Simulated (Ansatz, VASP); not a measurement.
# Two plane-wave programs on LiCl

POSCAR

```
LiCl
1.0
    0.0000000000      2.5647700000      2.5647700000
    2.5647700000      0.0000000000      2.5647700000
    2.5647700000      2.5647700000      0.0000000000
Cl Li
1 1
Direct
    0.5000000000      0.5000000000      0.5000000000
    0.0000000000      0.0000000000      0.0000000000
```

Contents of INCAR.step1:

```
SYSTEM = LiCl
ALGO     = Normal         ! electronic algorithm
EDIFF    = 1E-5           ! SCF threshold, eV
ENCUT    = 520            ! plane-wave cutoff, eV
GGA      = PE             ! functional
ISIF     = 2              ! what is computed and relaxed
ISMEAR   = -1             ! smearing method
LASPH    = .TRUE.         ! aspherical terms in the spheres
LCHARG   = .FALSE.        ! write CHGCAR
LREAL    = .FALSE.        ! projectors in reciprocal space
LWAVE    = .TRUE.         ! write WAVECAR
NBANDS   = 12             ! bands
NELM     = 100            ! most SCF steps
PREC     = Accurate       ! precision mode
SIGMA    = 0.05           ! smearing width, eV
```

Contents of INCAR.step2:

```
SYSTEM = LiCl
AEXX     = 1.0            ! exact-exchange fraction
AGGAC    = 0.0          
ALDAC    = 0.0          
ALGO     = Normal         ! electronic algorithm
EDIFF    = 1E-6           ! SCF threshold, eV
ENCUT    = 520            ! plane-wave cutoff, eV
GGA      = PE             ! functional
ISIF     = 2              ! what is computed and relaxed
ISMEAR   = -1             ! smearing method
ISTART   = 1            
LASPH    = .TRUE.         ! aspherical terms in the spheres
LCHARG   = .FALSE.        ! write CHGCAR
LHFCALC  = .TRUE.         ! exact exchange
LREAL    = .FALSE.        ! projectors in reciprocal space
LWAVE    = .FALSE.        ! write WAVECAR
NBANDS   = 12             ! bands
NELM     = 100            ! most SCF steps
PREC     = Accurate       ! precision mode
PRECFOCK = Normal       
SIGMA    = 0.05           ! smearing width, eV
```

KPOINTS

```
k-points
0
G
  5 5 5
  0 0 0
```

File input.yaml:

```yaml
crystal:
  lattice:
    - [0.0, 2.56477, 2.56477]
    - [2.56477, 0.0, 2.56477]
    - [2.56477, 2.56477, 0.0]
  atoms:
    - { symbol: Cl, position: [0.5, 0.5, 0.5] }
    - { symbol: Li, position: [0.0, 0.0, 0.0] }
hamiltonian:
  xc: hf
  pseudopotentials: { kind: paw }
kpoints:
  mp_grid: { grid: [5, 5, 5] }
  band_path:
    path:
      - [[0.0, 0.0, 0.0], [0.5, 0.0, 0.5], [0.5, 0.25, 0.75], [0.375, 0.375, 0.75], [0.0, 0.0, 0.0], [0.5, 0.5, 0.5], [0.625, 0.25, 0.625], [0.5, 0.25, 0.75], [0.5, 0.5, 0.5], [0.375, 0.375, 0.75]]
      - [[0.625, 0.25, 0.625], [0.5, 0.0, 0.5]]
    npoints: 4
scf:
  occupations: { method: fermi_dirac, width: 0.05 }
  n_extra_bands: 6
output:
  forces: true
  stress: true
  eigenvalues: true
  fatbands: false
```

Alike in both runs: functional HF; k mesh 5 × 5 × 5; occupations fermi-dirac, width 0.05 eV; no spin polarisation.

|  | VASP | Ansatz |
| --- | --- | --- |
| version | VASP 6.6.1 | Ansatz 0.2.0 |
| potentials or method | VASP PAW PBE potentials, release 64 (Cl, Li_sv) | Ansatz PAW |
| plane-wave cutoff (eV) | 520 | 420 |
| valence electrons in the cell | 10 | 10 |
| task | single point | band structure |

Ansatz gave:

```
gap on the k mesh at the Fermi level (eV) : 15.25
least direct gap on the mesh (eV)         : 15.25
```

Question: Which values does VASP return?

Answer: gap on the k mesh at the Fermi level (eV): 15.24; least direct gap on the mesh (eV): 15.24.

VASP's potentials were made for PBE, not for HF. With one functional, cell and mesh, what is left measures potentials, basis and numerics.

The k mesh is coarse, so the values compare programs but aren't converged. Noted on VASP's run: the cutoff is short for stress, so the pressure is rough.
